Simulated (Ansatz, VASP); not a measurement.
**One calculation of Au, two programs**

Contents of POSCAR:

```
Au
1.0
    0.0000000000      2.0417677954      2.0417677954
    2.0417677954      0.0000000000      2.0417677954
    2.0417677954      2.0417677954      0.0000000000
Au
1
Direct
    0.0000000000      0.0000000000      0.0000000000
```

File INCAR.step1:

```
SYSTEM = Au
ALGO = Normal
EDIFF = 1E-5
ENCUT = 520
GGA = PE
ISIF = 2
ISMEAR = 0
LASPH = .TRUE.
LCHARG = .FALSE.
LREAL = .FALSE.
LWAVE = .TRUE.
NBANDS = 12
NELM = 60
PREC = Accurate
SIGMA = 0.1
```

Contents of INCAR.step2:

```
SYSTEM = Au
ALGO = Normal
EDIFF = 1E-7
ENCUT = 520
GGA = PE
HFSCREEN = 0.2079
ISIF = 2
ISMEAR = 0
ISTART = 1
LASPH = .TRUE.
LCHARG = .FALSE.
LHFCALC = .TRUE.
LREAL = .FALSE.
LWAVE = .FALSE.
NBANDS = 12
NELM = 60
PREC = Accurate
PRECFOCK = Normal
SIGMA = 0.1
```

Contents of KPOINTS:

```
k-points
0
G
  8 8 8
  0 0 0
```

Input for Ansatz:

```yaml
crystal:
  lattice:
    - [0.0, 2.0417677954, 2.0417677954]
    - [2.0417677954, 0.0, 2.0417677954]
    - [2.0417677954, 2.0417677954, 0.0]
  atoms:
    - { symbol: Au, position: [0.0, 0.0, 0.0] }
basis:
  ecutwfc: 420
kpoints:
  mp_grid: { grid: [8, 8, 8] }
hamiltonian:
  xc: hse06
  pseudopotentials: { kind: paw, azcp: { folder: soft_1 } }
scf:
  occupations: { method: gaussian, width: 0.1 }
output:
  forces: true
  stress: true
  eigenvalues: true
```

Alike in both runs: task single point; functional HSE06; k mesh 8 × 8 × 8; occupations gaussian, width 0.1 eV; no spin polarisation.

```csv
,VASP,Ansatz
version,VASP 6.6.1,Ansatz 0.2.0
potentials or method,"VASP PAW PBE potentials, release 64 (Au), cutoff 520 eV","scalar-relativistic, plane waves, PAW"
valence electrons in the cell,11,19
```

```tsv
	VASP	Ansatz	Ansatz less VASP
gap on the k mesh at the Fermi level (eV)	none	none	-
pressure (GPa)	6.2	6.1	-0.10
```

A gap of «none» marks a metal or a gap that the smearing closes. The functional is the same, so the differences come from potentials, cutoffs and numerics. VASP's potentials hold 11 valence electrons a cell and Ansatz's 19, so a difference there can come from the potentials and not from the codes. Ansatz's warnings: filled band counts differ across k points, stress exchange threshold loose, stress scf threshold loose.

Spin-orbit coupling is off throughout.
